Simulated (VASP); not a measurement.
**Cu: single point with PBEsol**

Crystal: Cu.

```
Cu
1.0
     1.21846   -3.97638    0.00000
     1.21846    3.97638    0.00000
     0.00000    0.00000    2.47550
Cu
2
Cartesian
  1.2185 2.9118 0.6189
  1.2185 -2.9118 1.8566
```

```
Program                : VASP 6.6.1
Task                   : single point
Functional             : PBEsol
Potentials or basis    : VASP PAW PBE potentials, release 64 (Cu)
Cutoff                 : 600 eV
k mesh                 : 3 × 3 × 3
Occupations            : fermi-dirac, width 0.05 eV
Spin                   : no spin polarisation
Dipole correction      : no
Further INCAR settings : ALGO = Normal; EDIFF = 1e-06; NBANDS = 18
```

```json
{
  "Pressure": "-1.3 GPa",
  "Largest force": "0.190 eV/Å",
  "Band gap on the k mesh": "zero (bands 11 and 12 overlap by 2.15 eV)"
}
```

Forces on the atoms (eV/Å):
```
Cu   0.000 -0.190  0.000
Cu   0.000  0.190  0.000
```

Stress tensor (GPa, compression positive):
```
  6.16   0.00   0.00
  0.00 -11.02   0.00
  0.00   0.00   1.06
```

Levels at points of the mesh, in eV from the Fermi level:
```tsv
k point	band 7	band 8	band 9	band 10	band 11	band 12	band 13	band 14	band 15	band 16
(0.00, 0.00, 0.00)	-1.80	-1.49	-1.26	-1.12	-0.96	0.41	5.31	15.23	18.88	19.77
```

It took 4.6 s on 1 thread of Intel(R) Xeon(R) 6975P-C (Granite Rapids), on a shared host, peak memory 0.15 GiB.

Caveat: the k points lie up to 0.90 Å⁻¹ apart, too coarse for converged energies and pressures of a metal; the PAW data sets were made with another functional, which shifts forces and pressure a little.
